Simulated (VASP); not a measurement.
# Al (Fm-3m) in VASP: a series of runs, part 2 of 3

VASP 6.6.1. The steps go on from the part before.

**3. Single point, LDA (16.25 Å³/atom)**

This run uses another cell than the first one, of 16.25 Å³/atom.

The input, INCAR:

```
ALGO     = Normal         # electronic algorithm
EDIFF    = 1E-6           # SCF threshold, eV
ENCUT    = 520            # plane-wave cutoff, eV
GGA      = CA             # functional
ISIF     = 2              # what is computed and relaxed
ISMEAR   = -1             # smearing method
LASPH    = T              # aspherical terms in the spheres
LCHARG   = T              # write CHGCAR
LELF     = T              # ELF
LREAL    = F              # projectors in reciprocal space
LVHAR    = T            
LWAVE    = F              # write WAVECAR
NBANDS   = 8              # bands
NELM     = 80             # most SCF steps
PREC     = Accurate       # precision mode
SIGMA    = 0.03           # smearing width, eV
```

The input, KPOINTS:

```
k-points
0
Gamma
  17 17 17
```

The input, POSCAR:

```
Al
1.0
    0.0000000000      2.0103958323      2.0103958323
    2.0103958323      0.0000000000      2.0103958323
    2.0103958323      2.0103958323      0.0000000000
Al
1
Direct
    0.0000000000      0.0000000000      0.0000000000
```

Potentials or basis: VASP PAW LDA potentials, release 64 (Al).

The run is started by

```console
$ cat potpaw_LDA.64/Al/POTCAR > POTCAR
$ mpirun -np 1 vasp_std > vasp.out
```

OUTCAR:

```text
EDIFF = 1E-6
   ENCUT = 520
   GGA = CA
   ISIF = 2
   ISMEAR = -1
   LASPH = T
   LREAL = F
   NELM = 80
   PREC = Accurate

 ion  position               nearest neighbor table
   1  0.000  0.000  0.000-

  LATTYP: Found a face centered cubic cell.
 ALAT       =     4.0207916646

  Lattice vectors:

 A1 = (   0.0000000000,   2.0103958323,   2.0103958323)
 A2 = (   2.0103958323,   0.0000000000,   2.0103958323)
 A3 = (   2.0103958323,   2.0103958323,   0.0000000000)

Analysis of symmetry for initial positions (statically):
=====================================================================
 Subroutine PRICEL returns:
 Original cell was already a primitive cell.

 Routine SETGRP: Setting up the symmetry group for a
 face centered cubic supercell.

 Subroutine GETGRP returns: Found 48 space group operations
 (whereof 48 operations were pure point group operations)
 out of a pool of 48 trial point group operations.

The static configuration has the point symmetry O_h .

Analysis of symmetry for dynamics (positions and initial velocities):
=====================================================================
 Subroutine PRICEL returns:
 Original cell was already a primitive cell.

 Routine SETGRP: Setting up the symmetry group for a
 face centered cubic supercell.

 Subroutine GETGRP returns: Found 48 space group operations
 (whereof 48 operations were pure point group operations)
 out of a pool of 48 trial point group operations.

The dynamic configuration has the point symmetry O_h .

 Subroutine INISYM returns: Found 48 space group operations
 (whereof 48 operations are pure point group operations),
 and found     1 'primitive' translations

----------------------------------------------------------------------------------------

[... 109 lines left out ...]
     AMIX     =   0.40;   BMIX     =  1.00
     AMIX_MAG =   1.60;   BMIX_MAG =  1.00
  volume/ion in A,a.u.               =      16.25       109.67
  Fermi-wavevector in a.u.,A,eV,Ry     =   0.932160  1.761526 11.822399  0.868922
  Thomas-Fermi vector in A             =   2.058728
   LORBIT       =      0    0 simple, 1 ext, 2 COOP (PROOUT), +10 PAW based schemes
   GGA     = CA    functional components
   LHFCALC =     F    Hartree Fock is set to
   AEXX    =    0.0000 exact exchange contribution
   IVDW    =     0    specifies the selected vdW correction
   LEPSILON=     F    determine dielectric tensor
   LRPA    =     F    only Hartree local field effects (RPA)
 non-spin polarized calculation
  energy-cutoff  :      520.00
  volume of cell :       16.25
 maximum number of plane-waves:       450
 NGX is ok and might be reduce to    24
   NGX = 11   NGY = 11   NGZ = 11

 number of electron       3.0000000 magnetization

 Free energy of the ion-electron system (eV)
  ---------------------------------------------------
  ext. energy  EPLUGINS =         0.00000000
  ---------------------------------------------------
  free energy    TOTEN  =        -4.19133016 eV

  energy without entropy =       -4.18969246  energy(sigma->0) =       -4.19051131

 E-fermi :   7.9528     XC(G=0): -10.4001

 val. band max:        7.9150386144   @ k =  -0.3529   0.3529   0.0000
 cond. band min:       7.9577539478   @ k =  -0.4118   0.3529   0.0000
 fundamental gap:      0.0427153334
 Fermi energy:         7.9528078691

 k-point     1 :       0.0000    0.0000    0.0000
  band No.  band energies     occupation
      1      -3.2551      2.00000
      2      20.6037      0.00000
      3      20.6037      0.00000
      4      20.6037      0.00000
      5      22.0401      0.00000
      6      22.0401      0.00000
      7      22.0401      0.00000
      8      24.6740      0.00000
[... 243 lines left out ...]
 k-point    24 :      -0.1176    0.0588    0.0000
  band No.  band energies     occupation
      1      -2.6559      2.00000
      2      15.8154      0.00000
      3      17.8408      0.00000
      4      20.7160      0.00000
      5      22.7595      0.00000
      6      23.2337      0.00000
      7      24.3973      0.00000
      8      24.5234      0.00000

 [... further k-points ...]

------------------------ aborting loop because EDIFF is reached ----------------------------------------

  FORCE on cell =-STRESS in cart. coord.  units (eV):
  Direction    XX          YY          ZZ          XY          YZ          ZX
  --------------------------------------------------------------------------------------
  -------------------------------------------------------------------------------------
  Total       -0.2209424     -0.2209424     -0.2209424     -0.0000000     -0.0000000      0.0000000
  in kB      -21.7828638    -21.7828638    -21.7828638     -0.0000000     -0.0000000      0.0000000
  external PRESSURE =     -21.7828638 kB  Pullay stress =       0.0000000 kB

 VOLUME and BASIS-vectors are now :
 -----------------------------------------------------------------------------
  energy-cutoff  :      520.00
  volume of cell :       16.25
      direct lattice vectors                 reciprocal lattice vectors
     0.000000000  2.010395832  2.010395832    -0.248707241  0.248707241  0.248707241
     2.010395832  0.000000000  2.010395832     0.248707241 -0.248707241  0.248707241
     2.010395832  2.010395832  0.000000000     0.248707241  0.248707241 -0.248707241

 POSITION                                       TOTAL-FORCE (eV/Angst)
 -----------------------------------------------------------------------------------
      0.00000      0.00000      0.00000        -0.000000      0.000000     -0.000000
 -----------------------------------------------------------------------------------
    total drift:                               -0.000000      0.000000     -0.000000

  FREE ENERGIE OF THE ION-ELECTRON SYSTEM (eV)
  ---------------------------------------------------
  free  energy   TOTEN  =        -4.1913301615 eV

  energy  without entropy=       -4.1896924573  energy(sigma->0) =       -4.19051131
```

OSZICAR:

```text
N       E                     dE             d eps       ncg     rms          rms(c)
DAV:   1    -0.283795188399E+01   -0.28380E+01   -0.92519E+02  2664   0.211E+02
DAV:   2    -0.421428231556E+01   -0.13763E+01   -0.12843E+01  3632   0.184E+01
DAV:   3    -0.422049574009E+01   -0.62134E-02   -0.62085E-02  3416   0.141E+00
DAV:   4    -0.422050449982E+01   -0.87597E-05   -0.87595E-05  4152   0.490E-02
DAV:   5    -0.422050451653E+01   -0.16706E-07   -0.16435E-07  3424   0.112E-03    0.139E+00
DAV:   6    -0.420280181913E+01    0.17703E-01   -0.25462E-03  3480   0.200E-01    0.782E-01
DAV:   7    -0.419135395235E+01    0.11448E-01   -0.63712E-03  3440   0.311E-01    0.162E-01
DAV:   8    -0.419133038456E+01    0.23568E-04   -0.18650E-05  3864   0.282E-02    0.149E-02
DAV:   9    -0.419133016154E+01    0.22301E-06   -0.13590E-07  3536   0.173E-03
   1 F= -.41913302E+01 E0= -.41905113E+01  d E =-.163770E-02
```

Wall time 17 s (1 thread of Intel Xeon 8259CL, shared host); peak memory 0.13 GiB.

What came out:

```
Free energy            : -4.1913 eV
Pressure               : -2.2 GPa
Band gap on the k mesh : zero (an odd number of electrons rules out a gap without spin polarisation)
```

Levels at points of the mesh, in eV from the Fermi level:
```csv
k point,band 1,band 2,band 3,band 4
"(0.00, 0.00, 0.00)",-11.21,12.65,12.65,12.65
```

**4. Single point, LDA (16.42 Å³/atom)**

This run uses another cell than the first one, of 16.42 Å³/atom.

The input, INCAR:

```
PREC = Accurate
ENCUT = 520
EDIFF = 1E-6
ISMEAR = -1
SIGMA = 0.03
LREAL = False
LASPH = True
NELM = 60
ALGO = Normal
ISIF = 2
LWAVE = False
LCHARG = False
NBANDS = 8
```

The input, KPOINTS:

```
Automatic mesh
0
Gamma
  17 17 17
```

The input, POSCAR:

```
Al
1.0
    0.0000000000      2.0172107856      2.0172107856
    2.0172107856      0.0000000000      2.0172107856
    2.0172107856      2.0172107856      0.0000000000
Al
1
Direct
    0.0000000000      0.0000000000      0.0000000000
```

Potentials or basis: VASP PAW LDA potentials, release 64 (Al).

The run is started by

```console
$ cat potpaw_LDA.64/Al/POTCAR > POTCAR
$ mpirun -np 1 vasp_std > vasp.out
```

OUTCAR:

```text
PREC = Accurate
   ENCUT = 520
   EDIFF = 1E-6
   ISMEAR = -1
   LREAL = False
   LASPH = True
   NELM = 60
   ISIF = 2

 ion  position               nearest neighbor table
   1  0.000  0.000  0.000-

  LATTYP: Found a face centered cubic cell.
 ALAT       =     4.0344215712

  Lattice vectors:

 A1 = (   0.0000000000,   2.0172107856,   2.0172107856)
 A2 = (   2.0172107856,   0.0000000000,   2.0172107856)
 A3 = (   2.0172107856,   2.0172107856,   0.0000000000)

Analysis of symmetry for initial positions (statically):
=====================================================================
 Subroutine PRICEL returns:
 Original cell was already a primitive cell.

 Routine SETGRP: Setting up the symmetry group for a
 face centered cubic supercell.

 Subroutine GETGRP returns: Found 48 space group operations
 (whereof 48 operations were pure point group operations)
 out of a pool of 48 trial point group operations.

The static configuration has the point symmetry O_h .

Analysis of symmetry for dynamics (positions and initial velocities):
=====================================================================
 Subroutine PRICEL returns:
 Original cell was already a primitive cell.

 Routine SETGRP: Setting up the symmetry group for a
 face centered cubic supercell.

 Subroutine GETGRP returns: Found 48 space group operations
 (whereof 48 operations were pure point group operations)
 out of a pool of 48 trial point group operations.

The dynamic configuration has the point symmetry O_h .

 Subroutine INISYM returns: Found 48 space group operations
 (whereof 48 operations are pure point group operations),
 and found     1 'primitive' translations

----------------------------------------------------------------------------------------

                                     Primitive cell

  volume of cell :      16.4166

  direct lattice vectors                    reciprocal lattice vectors
     0.000000000  2.017210786  2.017210786    -0.247867007  0.247867007  0.247867007
     2.017210786  0.000000000  2.017210786     0.247867007 -0.247867007  0.247867007
     2.017210786  2.017210786  0.000000000     0.247867007  0.247867007 -0.247867007

  length of vectors
     2.852766851  2.852766851  2.852766851     0.429318250  0.429318250  0.429318250

  position of ions in fractional coordinates (direct lattice)
     0.000000000  0.000000000  0.000000000

  ion indices of the primitive-cell ions
   primitive index   ion index
                 1           1

----------------------------------------------------------------------------------------

 KPOINTS: Automatic mesh

Automatic generation of k-mesh.
 Grid dimensions read from file:
 generate k-points for:   17   17   17

 Generating k-lattice:

  Cartesian coordinates                     Fractional coordinates (reciprocal lattice)
    -0.014580412  0.014580412  0.014580412     0.058823529  0.000000000  0.000000000
     0.014580412 -0.014580412  0.014580412     0.000000000  0.058823529  0.000000000
     0.014580412  0.014580412 -0.014580412     0.000000000  0.000000000  0.058823529

  Length of vectors
     0.025254015  0.025254015  0.025254015

  Shift w.r.t. Gamma in fractional coordinates (k-lattice)
     0.000000000  0.000000000  0.000000000

 Subroutine IBZKPT returns following result:
 ===========================================

 Found    165 irreducible k-points:

 Following reciprocal coordinates:
            Coordinates               Weight
  0.000000  0.000000  0.000000      1.000000
  0.058824  0.000000  0.000000      8.000000
  0.117647  0.000000  0.000000      8.000000
  0.176471  0.000000  0.000000      8.000000
  0.235294  0.000000  0.000000      8.000000
  0.294118  0.000000  0.000000      8.000000
[... 16 lines left out ...]
 -0.176471  0.058824  0.000000     24.000000
 -0.117647  0.058824  0.000000     24.000000
 [... further k-points ...]
   k-points           NKPTS =    165   k-points in BZ     NKDIM =    165   number of bands    NBANDS=      8
   number of dos      NEDOS =    301   number of ions     NIONS =      1
   total plane-waves  NPLWV =  13824
   dimension x,y,z NGX =    24 NGY =   24 NGZ =   24
   dimension x,y,z NGXF=    48 NGYF=   48 NGZF=   48
   ions per type =               1
   NGX,Y,Z   is equivalent  to a cutoff of  13.99, 13.99, 13.99 a.u.
   NGXF,Y,Z  is equivalent  to a cutoff of  27.97, 27.97, 27.97 a.u.
 SYSTEM =  unknown system
   PREC   = accura    normal or accurate (medium, high low for compatibility)
   ISTART =      0    job   : 0-new  1-cont  2-samecut
   ICHARG =      2    charge: 1-file 2-atom 10-const
   ISPIN  =      1    spin polarized calculation?
   LNONCOLLINEAR =      F non collinear calculations
   LSORBIT =      F    spin-orbit coupling
   LASPH  =      T    aspherical Exc in radial PAW
   ENCUT  =  520.0 eV  38.22 Ry    6.18 a.u.   5.30  5.30  5.30*2*pi/ulx,y,z
   NELM   =     60;   NELMIN=  2; NELMDL= -5     # of ELM steps
   EDIFF  = 0.1E-05   stopping-criterion for ELM
   LREAL  =      F    real-space projection
[... 7 lines left out ...]
   TEBEG  =    0.0;   TEEND  =   0.0 temperature during run
   PSTRESS=    0.0 pullay stress
   NELECT =       3.0000    total number of electrons
   NUPDOWN=      -1.0000    fix difference up-down
   EMIN   =  10.00;   EMAX   =-10.00  energy-range for DOS
   EFERMI =   0.00;   METHOD = LEGACY
   ISMEAR =    -1;   SIGMA  =   0.03  broadening in eV -4-tet -1-fermi 0-gaus
   EFERMI_NEDOS =   21; number of points for ismear=-14 and -15
   IALGO  =     38    algorithm
   IMIX   =      4    mixing-type and parameters
     AMIX     =   0.40;   BMIX     =  1.00
     AMIX_MAG =   1.60;   BMIX_MAG =  1.00
  volume/ion in A,a.u.               =      16.42       110.78
  Fermi-wavevector in a.u.,A,eV,Ry     =   0.929011  1.755575 11.742652  0.863061
  Thomas-Fermi vector in A             =   2.055248
   LORBIT       =      0    0 simple, 1 ext, 2 COOP (PROOUT), +10 PAW based schemes
   GGA     = CA    functional components
   LHFCALC =     F    Hartree Fock is set to
   AEXX    =    0.0000 exact exchange contribution
   IVDW    =     0    specifies the selected vdW correction
   LEPSILON=     F    determine dielectric tensor
   LRPA    =     F    only Hartree local field effects (RPA)
 non-spin polarized calculation
  energy-cutoff  :      520.00
  volume of cell :       16.42
 maximum number of plane-waves:       459
 NGX is ok and might be reduce to    24
   NGX = 11   NGY = 11   NGZ = 11

 number of electron       3.0000000 magnetization

 Free energy of the ion-electron system (eV)
  ---------------------------------------------------
  ext. energy  EPLUGINS =         0.00000000
  ---------------------------------------------------
  free energy    TOTEN  =        -4.18870198 eV

  energy without entropy =       -4.18708294  energy(sigma->0) =       -4.18789246

 E-fermi :   7.8440     XC(G=0): -10.3624

 val. band max:        7.8363980009   @ k =  -0.4118   0.3529   0.0000
 cond. band min:       7.8561185351   @ k =  -0.3529   0.4706   0.1765
 fundamental gap:      0.0197205341
 Fermi energy:         7.8439510743

 k-point     1 :       0.0000    0.0000    0.0000
  band No.  band energies     occupation
      1      -3.2911      2.00000
      2      20.4424      0.00000
      3      20.4424      0.00000
      4      20.4424      0.00000
      5      21.8005      0.00000
      6      21.8005      0.00000
      7      21.8005      0.00000
      8      24.4937      0.00000

 k-point     2 :       0.0588    0.0000    0.0000
  band No.  band energies     occupation
      1      -3.1969      2.00000
      2      18.7888      0.00000
      3      20.0805      0.00000
      4      20.0805      0.00000
      5      22.3052      0.00000
      6      22.3052      0.00000
      7      22.4592      0.00000
      8      25.4294      0.00000
[... 221 lines left out ...]
 k-point    23 :      -0.1765    0.0588    0.0000
  band No.  band energies     occupation
      1      -2.1654      2.00000
      2      13.3732      0.00000
      3      17.2075      0.00000
      4      20.1888      0.00000
      5      22.3833      0.00000
      6      22.9257      0.00000
      7      23.9268      0.00000
      8      24.3042      0.00000

 k-point    24 :      -0.1176    0.0588    0.0000
  band No.  band energies     occupation
      1      -2.6958      2.00000
      2      15.6649      0.00000
      3      17.6679      0.00000
      4      20.5381      0.00000
      5      22.5230      0.00000
      6      23.0166      0.00000
      7      24.2097      0.00000
      8      24.2918      0.00000

 [... further k-points ...]

------------------------ aborting loop because EDIFF is reached ----------------------------------------

  FORCE on cell =-STRESS in cart. coord.  units (eV):
  Direction    XX          YY          ZZ          XY          YZ          ZX
  --------------------------------------------------------------------------------------
  -------------------------------------------------------------------------------------
  Total       -0.2978824     -0.2978824     -0.2978824     -0.0000000      0.0000000     -0.0000000
  in kB      -29.0717729    -29.0717729    -29.0717729     -0.0000000      0.0000000     -0.0000000
  external PRESSURE =     -29.0717729 kB  Pullay stress =       0.0000000 kB

 VOLUME and BASIS-vectors are now :
 -----------------------------------------------------------------------------
  energy-cutoff  :      520.00
  volume of cell :       16.42
      direct lattice vectors                 reciprocal lattice vectors
     0.000000000  2.017210786  2.017210786    -0.247867007  0.247867007  0.247867007
     2.017210786  0.000000000  2.017210786     0.247867007 -0.247867007  0.247867007
     2.017210786  2.017210786  0.000000000     0.247867007  0.247867007 -0.247867007

 POSITION                                       TOTAL-FORCE (eV/Angst)
 -----------------------------------------------------------------------------------
      0.00000      0.00000      0.00000         0.000000      0.000000      0.000000
 -----------------------------------------------------------------------------------
    total drift:                               -0.000000      0.000000     -0.000000

  FREE ENERGIE OF THE ION-ELECTRON SYSTEM (eV)
  ---------------------------------------------------
  free  energy   TOTEN  =        -4.1887019794 eV

  energy  without entropy=       -4.1870829403  energy(sigma->0) =       -4.18789246
```

Wall time 14 s (1 thread of Intel Xeon 8259CL, shared host); peak memory 0.13 GiB.

What came out:

```yaml
Free_energy: -4.1887 eV
Pressure: -2.9 GPa
Band_gap_on_the_k_mesh: zero (an odd number of electrons rules out a gap without spin polarisation)
```

(Continued in part 3 of 3.)
